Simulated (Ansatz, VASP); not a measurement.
One calculation of Hf, two programs

INCAR

```
ALGO = Fast
EDIFF = 1E-7
ENCUT = 520
ISIF = 2
ISMEAR = 0
LASPH = True
LCHARG = False
LREAL = False
LWAVE = False
NBANDS = 17
NELM = 60
PREC = Accurate
SIGMA = 0.15
```

KPOINTS

```
k-points
0
Gamma
  21 21 10
```

File POSCAR:

```
Hf
1.0
    3.1966985242      0.0000000000      0.0000000000
   -1.5983492621      2.7684221302      0.0000000000
    0.0000000000      0.0000000000      5.0578000000
Hf
2
Direct
    0.3333333333      0.6666666667      0.2500000000
    0.6666666667      0.3333333333      0.7500000000
```

Input for Ansatz:

```yaml
crystal:
  lattice:
    - [3.1966985242, 0.0, 0.0]
    - [-1.5983492621, 2.7684221302, 0.0]
    - [0.0, 0.0, 5.0578]
  atoms:
    - { symbol: Hf, position: [0.3333333333, 0.6666666667, 0.25] }
    - { symbol: Hf, position: [0.6666666667, 0.3333333333, 0.75] }
basis:
  ecutwfc: 420
kpoints:
  mp_grid: { grid: [21, 21, 10] }
hamiltonian:
  xc: lda
scf:
  occupations: { method: gaussian, width: 0.15 }
output:
  forces: true
  stress: true
  eigenvalues: true
```

Alike in both runs: task single point; functional LDA; k mesh 21 × 21 × 10; occupations gaussian, width 0.15 eV; no spin polarisation.

|  | VASP | Ansatz |
| --- | --- | --- |
| version | VASP 6.6.1 | Ansatz 0.2.0 |
| potentials or method | VASP PAW LDA potentials, release 64 (Hf_pv), cutoff 520 eV | scalar-relativistic, plane waves, PAW |
| valence electrons in the cell | 20 | 52 |

```csv
,VASP,Ansatz,Ansatz less VASP
gap on the k mesh at the Fermi level (eV),none,none,-
pressure (GPa),-7.6,-7.6,-0.02
"traceless stress, the component that is largest in VASP (GPa)",-0.17,-0.14,+0.024
```

LDA's correlation is that of Perdew and Zunger in VASP and of Perdew and Wang (1992) in Ansatz. A gap of «none» marks a metal or a gap that the smearing closes. VASP's potentials hold 20 valence electrons a cell and Ansatz's 52, so a difference there can come from the potentials and not from the codes.

Spin-orbit coupling is off throughout.
